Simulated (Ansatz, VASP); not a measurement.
# BaTiO3: VASP beside Ansatz

The input INCAR:

```
SYSTEM = BaTiO3
PREC = Accurate
ENCUT = 520
EDIFF = 1E-7
ISMEAR = 0
SIGMA = 0.05
LREAL = .False.
LASPH = .True.
NELM = 60
ALGO = Normal
ISIF = 2
LWAVE = .False.
LCHARG = .False.
GGA = PE
NBANDS = 28
```

The input KPOINTS:

```
Automatic mesh
0
Gamma
  6 6 6
  0 0 0
```

Contents of POSCAR:

```
BaTiO3
1.0
    2.8630706910      1.6529946342      2.3563003940
   -2.8630706910      1.6529946342      2.3563003940
    0.0000000000     -3.3059892684      2.3563003940
Ba Ti O
1 1 3
Direct
    0.0120277556      0.0120277556      0.0120277556
    0.5191875227      0.5191875227      0.5191875227
    0.4883938465      0.4883938465      0.9777702638
    0.4883938465      0.9777702638      0.4883938465
    0.9777702638      0.4883938465      0.4883938465
```

Input for Ansatz:

```yaml
crystal:
  lattice:
    - [2.863070691, 1.6529946342, 2.356300394]
    - [-2.863070691, 1.6529946342, 2.356300394]
    - [0.0, -3.3059892684, 2.356300394]
  atoms:
    - { symbol: Ba, position: [0.0120277556, 0.0120277556, 0.0120277556] }
    - { symbol: Ti, position: [0.5191875227, 0.5191875227, 0.5191875227] }
    - { symbol: O, position: [0.4883938465, 0.4883938465, 0.9777702638] }
    - { symbol: O, position: [0.4883938465, 0.9777702638, 0.4883938465] }
    - { symbol: O, position: [0.9777702638, 0.4883938465, 0.4883938465] }
basis:
  ecutwfc: 420
kpoints:
  mp_grid: { grid: [6, 6, 6] }
hamiltonian:
  xc: pbe
scf:
  occupations: { method: gaussian, width: 0.05 }
output:
  forces: true
  stress: true
  eigenvalues: true
```

Change from the starting cell: all Ba atoms moved -0.050 Å, as atom 1 towards its neighbour atom 2 (Ti) at 3.434 Å.

Alike in both runs: task single point; functional PBE; k mesh 6 × 6 × 6; occupations gaussian, width 0.05 eV; no spin polarisation.

|  | VASP | Ansatz |
| --- | --- | --- |
| version | VASP 6.6.1 | Ansatz 0.2.0 |
| potentials or method | VASP PAW PBE potentials, release 64 (Ba_sv, Ti_sv, O), cutoff 520 eV | scalar-relativistic, plane waves, PAW |
| valence electrons in the cell | 40 | 40 |

|  | VASP | Ansatz | Ansatz less VASP |
| --- | --- | --- | --- |
| gap on the k mesh at the Fermi level (eV) | 2.59 | 2.63 | +0.041 |
| least direct gap on the mesh (eV) | 3.14 | 3.14 | +0.007 |
| pressure (GPa) | 1.8 | 0.2 | -1.59 |
| traceless stress, the component that is largest in VASP (GPa) | 0.12 | 0.16 | +0.037 |
| rms of the force components (eV/Å) | 0.098 | 0.080 | -0.0182 |

Atom by atom the forces differ by 0.040 eV/Å (rms over components).

Neither program's run includes spin-orbit coupling.
